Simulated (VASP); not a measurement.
RbCdCO3F:

```
CELL_PARAMETERS angstrom
5.17545 0.00000 0.00000
-2.58772 4.48207 0.00000
0.00000 0.00000 4.62554
ATOMIC_POSITIONS crystal
Rb 0.00000 0.00000 0.00000
Cd 0.66667 0.33333 0.50000
C 0.33333 0.66667 0.50000
O 0.18915 0.37830 0.50000
O 0.18915 0.81085 0.50000
O 0.62170 0.81085 0.50000
F 0.66667 0.33333 0.00000
```

- Program: VASP 6.6.1
- Task: relaxation of cell and atoms
- Functional: PBEsol
- Potentials or basis: VASP PAW PBE potentials, release 64 (Rb_sv, Cd, C, O, F)
- Cutoff: 600 eV
- k mesh: 6 × 6 × 6
- Occupations: gaussian, width 0.02 eV
- Spin: no spin polarisation

At the start: pressure -2.8 GPa; volume 15.33 Å³/atom.

Task: Where does the relaxation end?

Result: Over 17 steps the energy falls by 8.2 meV/atom and the volume is 14.52 Å³/atom (-5.2 %); space group P-6m2 (No. 187, to 0.1 Å) before and after.

Step by step:
```csv
step,energy change (eV),largest force (eV/Å),pressure (GPa),volume (Å³)
1,0.0000,0.1335,-2.81,107.30
2,-0.0430,0.6695,0.19,103.18
3,-0.0436,0.7375,0.58,102.68
4,-0.0550,0.2216,-0.06,101.13
5,-0.0567,0.0299,0.09,101.54
6,-0.0567,0.0156,0.09,101.52
7,-0.0568,0.0071,0.04,101.57
8,-0.0571,0.0197,-0.11,101.73
9,-0.0571,0.0319,-0.17,101.80
10,-0.0572,0.0021,-0.12,101.80
11,-0.0572,0.0255,-0.07,101.79
12,-0.0572,0.0207,-0.06,101.77
13,-0.0573,0.0084,-0.04,101.71
14,-0.0573,0.0156,0.00,101.58
15,-0.0573,0.0054,-0.02,101.63
16,-0.0573,0.0051,-0.02,101.64
17,-0.0573,0.0025,-0.03,101.67
```

Final structure:
```
CELL_PARAMETERS angstrom
5.07937 0.00000 0.00000
-2.53968 4.39886 0.00000
0.00000 0.00000 4.55048
ATOMIC_POSITIONS crystal
Rb 0.00000 0.00000 0.00000
Cd 0.66667 0.33333 0.50000
C 0.33333 0.66667 0.50000
O 0.18662 0.37324 0.50000
O 0.18662 0.81338 0.50000
O 0.62676 0.81338 0.50000
F 0.66667 0.33333 0.00000
```

Caveat: the PAW data sets were made with another functional, which shifts forces and pressure a little.
